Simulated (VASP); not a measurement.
# HgSb2Pb2 (R-3m) in VASP: single point with PBEsol

Aim: the single point of HgSb2Pb2 with PBEsol.

All numbers are computed with VASP 6.6.1; they aren't measurements. Logs are shortened: lines on timing, memory, paths and dates and some standing lists are left out, and cuts for length are marked.

### 1 The cell of the first run

It takes space group R-3m (No. 166, trigonal). The conventional cell has a = 4.809 Å, b = 4.809 Å, c = 25.475 Å, α = 90.00°, β = 90.00°, γ = 120.00°. Hg (site symmetry -3m) has 6 Pb at 3.19 Å and 6 Sb at 3.98 Å within 4.2 Å. Sb (site symmetry 3m) has 1 Sb at 2.79 Å and 3 Pb at 3.06 Å within 3.7 Å. Pb (site symmetry 3m) has 3 Sb at 3.06 Å and 3 Hg at 3.19 Å within 4.0 Å.

### 2 Single point, PBEsol

File INCAR:

```
PREC = Accurate
ENCUT = 520
EDIFF = 1E-6
ISMEAR = -1
SIGMA = 0.03
LREAL = F
LASPH = T
NELM = 100
ALGO = Normal
ISIF = 2
LWAVE = F
LCHARG = T
GGA = PS
LELF = T
LVHAR = T
NBANDS = 33
```

File KPOINTS:

```
regular mesh
0
Gamma
  6 6 6
```

File POSCAR:

```
HgSb2Pb2
1.0
    2.4047207350      1.3883661652      8.4917466067
   -2.4047207350      1.3883661652      8.4917466067
    0.0000000000     -2.7767323259      8.4917466075
Hg Sb Pb
1 2 2
Direct
    0.0000000000      0.0000000000      0.0000000000
    0.4452216345      0.4452216345      0.4452216345
    0.5547783655      0.5547783655      0.5547783655
    0.2715019666      0.2715019666      0.2715019666
    0.7284980334      0.7284980334      0.7284980334
```

Potentials or basis: VASP PAW PBE potentials, release 64 (Hg, Sb, Pb_d).

Launch:

```console
> cat potpaw_PBE.64/Hg/POTCAR potpaw_PBE.64/Sb/POTCAR potpaw_PBE.64/Pb_d/POTCAR > POTCAR
> mpirun -np 1 vasp_std > vasp.out
```

OUTCAR:

```text
PREC = Accurate
   ENCUT = 520
   EDIFF = 1E-6
   ISMEAR = -1
   LREAL = F
   LASPH = T
   NELM = 100
   ISIF = 2
   GGA = PS

 ion  position               nearest neighbor table
   1  0.000  0.000  0.000-   5 3.19   5 3.19   4 3.19   4 3.19   5 3.19   4 3.19
   2  0.445  0.445  0.445-   3 2.79   5 3.06   5 3.06   5 3.06
   3  0.555  0.555  0.555-   2 2.79   4 3.06   4 3.06   4 3.06
   4  0.272  0.272  0.272-   3 3.06   3 3.06   3 3.06   1 3.19   1 3.19   1 3.19
   5  0.728  0.728  0.728-   2 3.06   2 3.06   2 3.06   1 3.19   1 3.19   1 3.19

  LATTYP: Found a trigonal (rhomboedric) cell.
 ALAT       =     8.9342040974
 COS(alpha) =     0.8551069505

  Lattice vectors:

 A1 = (   2.4047207350,   1.3883661652,   8.4917466067)
 A2 = (  -2.4047207350,   1.3883661652,   8.4917466067)
 A3 = (   0.0000000000,  -2.7767323259,   8.4917466075)

Analysis of symmetry for initial positions (statically):
=====================================================================
 Subroutine PRICEL returns:
 Original cell was already a primitive cell.

 Routine SETGRP: Setting up the symmetry group for a
 trigonal (rhombohedral) supercell.

 Subroutine GETGRP returns: Found 12 space group operations
 (whereof 12 operations were pure point group operations)
 out of a pool of 12 trial point group operations.

The static configuration has the point symmetry D_3d.

Analysis of symmetry for dynamics (positions and initial velocities):
=====================================================================
 Subroutine PRICEL returns:
 Original cell was already a primitive cell.

 Routine SETGRP: Setting up the symmetry group for a
 trigonal (rhombohedral) supercell.

 Subroutine GETGRP returns: Found 12 space group operations
 (whereof 12 operations were pure point group operations)
 out of a pool of 12 trial point group operations.

The dynamic configuration has the point symmetry D_3d.

 Subroutine INISYM returns: Found 12 space group operations
 (whereof 12 operations are pure point group operations),
 and found     1 'primitive' translations

----------------------------------------------------------------------------------------

                                     Primitive cell

  volume of cell :     170.1049

  direct lattice vectors                    reciprocal lattice vectors
     2.404720735  1.388366165  8.491746607     0.207924352  0.120045180  0.039253801
    -2.404720735  1.388366165  8.491746607    -0.207924352  0.120045180  0.039253801
     0.000000000 -2.776732326  8.491746607     0.000000000 -0.240090361  0.039253801

  length of vectors
     8.934204097  8.934204097  8.934204097     0.243278117  0.243278117  0.243278117

  position of ions in fractional coordinates (direct lattice)
     0.000000000  0.000000000  0.000000000
     0.445221635  0.445221635  0.445221635
     0.554778365  0.554778365  0.554778365
     0.271501967  0.271501967  0.271501967
     0.728498033  0.728498033  0.728498033

  ion indices of the primitive-cell ions
   primitive index   ion index
                 1           1
                 2           2
                 3           3
                 4           4
                 5           5

----------------------------------------------------------------------------------------

 KPOINTS: regular mesh

Automatic generation of k-mesh.
 Grid dimensions read from file:
 generate k-points for:    6    6    6

 Generating k-lattice:

  Cartesian coordinates                     Fractional coordinates (reciprocal lattice)
     0.034654059  0.020007530  0.006542300     0.166666667  0.000000000  0.000000000
    -0.034654059  0.020007530  0.006542300     0.000000000  0.166666667  0.000000000
     0.000000000 -0.040015060  0.006542300     0.000000000  0.000000000  0.166666667

  Length of vectors
     0.040546353  0.040546353  0.040546353

  Shift w.r.t. Gamma in fractional coordinates (k-lattice)
     0.000000000  0.000000000  0.000000000

 Subroutine IBZKPT returns following result:
 ===========================================

 Found     32 irreducible k-points:

 Following reciprocal coordinates:
            Coordinates               Weight
  0.000000  0.000000  0.000000      1.000000
  0.166667  0.000000  0.000000      6.000000
  0.333333  0.000000  0.000000      6.000000
  0.500000  0.000000  0.000000      3.000000
  0.166667  0.166667  0.000000      6.000000
  0.333333  0.166667  0.000000     12.000000
[... 16 lines left out ...]
  0.500000  0.500000  0.166667      6.000000
 -0.333333  0.500000  0.166667     12.000000
 [... further k-points ...]
   k-points           NKPTS =     32   k-points in BZ     NKDIM =     32   number of bands    NBANDS=     33
   number of dos      NEDOS =    301   number of ions     NIONS =      5
   total plane-waves  NPLWV = 343000
   dimension x,y,z NGX =    70 NGY =   70 NGZ =   70
   dimension x,y,z NGXF=   140 NGYF=  140 NGZF=  140
   ions per type =               1   2   2
   NGX,Y,Z   is equivalent  to a cutoff of  13.03, 13.03, 13.03 a.u.
   NGXF,Y,Z  is equivalent  to a cutoff of  26.05, 26.05, 26.05 a.u.
 SYSTEM =  unknown system
   PREC   = accura    normal or accurate (medium, high low for compatibility)
   ISTART =      0    job   : 0-new  1-cont  2-samecut
   ICHARG =      2    charge: 1-file 2-atom 10-const
   ISPIN  =      1    spin polarized calculation?
   LNONCOLLINEAR =      F non collinear calculations
   LSORBIT =      F    spin-orbit coupling
   LASPH  =      T    aspherical Exc in radial PAW
   ENCUT  =  520.0 eV  38.22 Ry    6.18 a.u.  16.61 16.61 16.61*2*pi/ulx,y,z
   NELM   =    100;   NELMIN=  2; NELMDL= -5     # of ELM steps
   EDIFF  = 0.1E-05   stopping-criterion for ELM
   LREAL  =      F    real-space projection
   EDIFFG = 0.1E-04   stopping-criterion for IOM
   NSW    =      0    number of steps for IOM
   IBRION =     -1    ionic relax: 0-MD 1-quasi-New 2-CG
   NFREE  =      0    steps in history (QN), initial steepest desc. (CG)
   ISIF   =      2    stress and relaxation
   ISYM   =      2    0-nonsym 1-usesym 2-fastsym
   POTIM  = 0.5000    time-step for ionic-motion
   TEBEG  =    0.0;   TEEND  =   0.0 temperature during run
   PSTRESS=    0.0 pullay stress
   NELECT =      50.0000    total number of electrons
   NUPDOWN=      -1.0000    fix difference up-down
   EMIN   =  10.00;   EMAX   =-10.00  energy-range for DOS
   EFERMI =   0.00;   METHOD = LEGACY
   ISMEAR =    -1;   SIGMA  =   0.03  broadening in eV -4-tet -1-fermi 0-gaus
   EFERMI_NEDOS =   21; number of points for ismear=-14 and -15
   IALGO  =     38    algorithm
   IMIX   =      4    mixing-type and parameters
     AMIX     =   0.40;   BMIX     =  1.00
     AMIX_MAG =   1.60;   BMIX_MAG =  1.00
  volume/ion in A,a.u.               =      34.02       229.58
  Fermi-wavevector in a.u.,A,eV,Ry     =   1.088494  2.056955 16.120430  1.184818
  Thomas-Fermi vector in A             =   2.224676
   LORBIT       =      0    0 simple, 1 ext, 2 COOP (PROOUT), +10 PAW based schemes
   GGA     = PS    functional components
   LHFCALC =     F    Hartree Fock is set to
   AEXX    =    0.0000 exact exchange contribution
   IVDW    =     0    specifies the selected vdW correction
   LEPSILON=     F    determine dielectric tensor
   LRPA    =     F    only Hartree local field effects (RPA)
 non-spin polarized calculation
  energy-cutoff  :      520.00
  volume of cell :      170.10
 maximum number of plane-waves:      4600
 NGX is ok and might be reduce to    70
   NGX = 33   NGY = 33   NGZ = 33

 number of electron      50.0000002 magnetization

 Free energy of the ion-electron system (eV)
  ---------------------------------------------------
  ext. energy  EPLUGINS =         0.00000000
  ---------------------------------------------------
  free energy    TOTEN  =       -17.10330328 eV

  energy without entropy =      -17.10274601  energy(sigma->0) =      -17.10302464

 E-fermi :   4.7380     XC(G=0):  -9.2386

 val. band max:        4.6264526556   @ k =  -0.1667   0.1667   0.0000
 cond. band min:       4.8601170231   @ k =   0.5000   0.0000   0.0000
 fundamental gap:      0.2336643675
 Fermi energy:         4.7380407403

 k-point     1 :       0.0000    0.0000    0.0000
  band No.  band energies     occupation
      1     -12.2440      2.00000
      2     -12.2440      2.00000
      3     -12.2393      2.00000
      4     -12.2393      2.00000
      5     -12.2113      2.00000
      6     -12.2088      2.00000
[... 25 lines left out ...]
     32       7.6954      0.00000
     33       8.8551      0.00000

 k-point     2 :       0.1667    0.0000    0.0000
  band No.  band energies     occupation
      1     -12.2504      2.00000
      2     -12.2423      2.00000
      3     -12.2407      2.00000
      4     -12.2375      2.00000
      5     -12.2130      2.00000
      6     -12.2066      2.00000
[... 25 lines left out ...]
     32       8.1716      0.00000
     33       8.8931      0.00000

 k-point     3 :       0.3333    0.0000    0.0000
  band No.  band energies     occupation
      1     -12.2632      2.00000
      2     -12.2476      2.00000
      3     -12.2354      2.00000
      4     -12.2340      2.00000
      5     -12.2138      2.00000
      6     -12.2010      2.00000
[... 25 lines left out ...]
     32       9.4403      0.00000
     33       9.7122      0.00000

 k-point     4 :       0.5000    0.0000    0.0000
  band No.  band energies     occupation
      1     -12.2694      2.00000
      2     -12.2502      2.00000
      3     -12.2345      2.00000
      4     -12.2312      2.00000
      5     -12.2141      2.00000
      6     -12.1977      2.00000
[... 25 lines left out ...]
     32       9.4181      0.00000
     33      10.0039      0.00000

 k-point     5 :       0.1667    0.1667    0.0000
  band No.  band energies     occupation
      1     -12.2506      2.00000
      2     -12.2421      2.00000
      3     -12.2406      2.00000
      4     -12.2376      2.00000
      5     -12.2130      2.00000
      6     -12.2066      2.00000
[... 604 lines left out ...]
 k-point    22 :      -0.1667    0.3333    0.1667
  band No.  band energies     occupation
      1     -12.2647      2.00000
      2     -12.2511      2.00000
      3     -12.2404      2.00000
      4     -12.2279      2.00000
      5     -12.2109      2.00000
      6     -12.2018      2.00000
[... 25 lines left out ...]
     32       9.8556      0.00000
     33      10.4536      0.00000

 k-point    23 :       0.5000    0.5000    0.1667
  band No.  band energies     occupation
      1     -12.2642      2.00000
      2     -12.2466      2.00000
      3     -12.2357      2.00000
      4     -12.2337      2.00000
      5     -12.2142      2.00000
      6     -12.2010      2.00000
[... 25 lines left out ...]
     32       9.4156      0.00000
     33       9.6526      0.00000

 k-point    24 :      -0.3333    0.5000    0.1667
  band No.  band energies     occupation
      1     -12.2643      2.00000
      2     -12.2518      2.00000
      3     -12.2404      2.00000
      4     -12.2278      2.00000
      5     -12.2111      2.00000
      6     -12.2020      2.00000
[... 25 lines left out ...]
     32       9.5825      0.00000
     33       9.8754      0.00000

 [... further k-points ...]
[... 5 lines left out ...]
  --------------------------------------------------------------------------------------
  -------------------------------------------------------------------------------------
  Total       -0.0200307     -0.0200307      0.0952115      0.0000000      0.0000000      0.0000000
  in kB       -0.1886645     -0.1886645      0.8967741      0.0000000      0.0000000      0.0000000
  external PRESSURE =       0.1731484 kB  Pullay stress =       0.0000000 kB

 VOLUME and BASIS-vectors are now :
 -----------------------------------------------------------------------------
  energy-cutoff  :      520.00
  volume of cell :      170.10
      direct lattice vectors                 reciprocal lattice vectors
     2.404720735  1.388366165  8.491746607     0.207924352  0.120045180  0.039253801
    -2.404720735  1.388366165  8.491746607    -0.207924352  0.120045180  0.039253801
     0.000000000 -2.776732326  8.491746607     0.000000000 -0.240090361  0.039253801

 POSITION                                       TOTAL-FORCE (eV/Angst)
 -----------------------------------------------------------------------------------
      0.00000      0.00000      0.00000         0.000000      0.000000      0.000000
      0.00000      0.00000     11.34213         0.000000     -0.000000     -0.041292
      0.00000      0.00000     14.13311         0.000000      0.000000      0.041292
      0.00000      0.00000      6.91658         0.000000     -0.000000     -0.003869
      0.00000      0.00000     18.55866         0.000000      0.000000      0.003869
 -----------------------------------------------------------------------------------
    total drift:                               -0.000000     -0.000000     -0.000000

  FREE ENERGIE OF THE ION-ELECTRON SYSTEM (eV)
  ---------------------------------------------------
  free  energy   TOTEN  =       -17.1033032776 eV

  energy  without entropy=      -17.1027460113  energy(sigma->0) =      -17.10302464
```

Run time: 5.2 min. Hardware: 1 thread of Intel Xeon 6975P-C (Granite Rapids), shared host; peak memory 0.75 GiB.

Results:

| Quantity | Value |
| --- | --- |
| Free energy | -17.1033 eV |
| Pressure | 0.0 GPa |
| Largest force | 0.041 eV/Å |
| Band gap on the k mesh | 0.23 eV (least direct gap 0.26 eV) |

Forces on the atoms (eV/Å):
```
Hg   0.000  0.000  0.000
Sb   0.000  0.000 -0.041
Sb   0.000  0.000  0.041
Pb   0.000  0.000 -0.004
Pb   0.000  0.000  0.004
```

Caveat: the PAW data sets were made with another functional, which shifts forces and pressure a little; spin-orbit coupling is left out, which moves the levels of the heavy elements.
